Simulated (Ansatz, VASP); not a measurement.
# Two plane-wave programs on SnO2

INCAR

```
  PREC = Accurate
  ENCUT = 520
  EDIFF = 1E-6
  ISMEAR = 0
  SIGMA = 0.05
  LREAL = F
  LASPH = T
  NELM = 100
  ALGO = Normal
  ISIF = 2
  LWAVE = F
  LCHARG = F
  NBANDS = 35
```

Contents of KPOINTS:

```
regular mesh
0
Gamma
  6 6 8
```

Contents of POSCAR:

```
SnO2
1.0
    4.7621801702     -0.0984497812      0.0447097415
   -0.1000654831      4.4829258067      0.0284976026
    0.0302630724      0.0189779651      3.4495261033
Sn O
2 4
Direct
    0.4892328789      0.4738365521      0.4850067594
   -0.0217898529      0.0075930095     -0.0148089759
    0.3118895252      0.3252068238      0.0018588744
    0.8078280134      0.2042254357      0.5035134506
    0.2128538007      0.8040085283      0.5018393572
    0.6999856347      0.6851296506      0.0225905343
```

Input for Ansatz:

```yaml
crystal:
  lattice:
    - [4.7621801702, -0.0984497812, 0.0447097415]
    - [-0.1000654831, 4.4829258067, 0.0284976026]
    - [0.0302630724, 0.0189779651, 3.4495261033]
  atoms:
    - { symbol: Sn, position: [0.4892328789, 0.4738365521, 0.4850067594] }
    - { symbol: Sn, position: [-0.0217898529, 0.0075930095, -0.0148089759] }
    - { symbol: O, position: [0.3118895252, 0.3252068238, 0.0018588744] }
    - { symbol: O, position: [0.8078280134, 0.2042254357, 0.5035134506] }
    - { symbol: O, position: [0.2128538007, 0.8040085283, 0.5018393572] }
    - { symbol: O, position: [0.6999856347, 0.6851296506, 0.0225905343] }
basis:
  ecutwfc: 420
kpoints:
  mp_grid: { grid: [6, 6, 8] }
hamiltonian:
  xc: lda
scf:
  occupations: { method: gaussian, width: 0.05 }
output:
  forces: true
  stress: true
  eigenvalues: true
```

Change from the starting cell: all atoms moved at random (sigma 0.06 Å a component), cell strained at random (sigma 0.05).

Alike in both runs: task single point; functional LDA; k mesh 6 × 6 × 8; occupations gaussian, width 0.05 eV; no spin polarisation.

|  | VASP | Ansatz |
| --- | --- | --- |
| version | VASP 6.6.1 | Ansatz 0.2.0 |
| potentials or method | VASP PAW LDA potentials, release 64 (Sn_d, O), cutoff 520 eV | scalar-relativistic, plane waves, PAW |
| valence electrons in the cell | 52 | 52 |

VASP gave:

```
gap on the k mesh at the Fermi level (eV)                     : 0.33
least direct gap on the mesh (eV)                             : 0.33
pressure (GPa)                                                : -5.1
traceless stress, the component that is largest in VASP (GPa) : -9.79
rms of the force components (eV/Å)                            : 1.105
```

Question: Which values does Ansatz return?

Answer: gap on the k mesh at the Fermi level (eV): 0.30; least direct gap on the mesh (eV): 0.30; pressure (GPa): -5.9; traceless stress, the component that is largest in VASP (GPa): -9.81; rms of the force components (eV/Å): 1.080.

LDA's correlation is that of Perdew and Zunger in VASP and of Perdew and Wang (1992) in Ansatz. Atom by atom the forces differ by 0.029 eV/Å (rms over components).
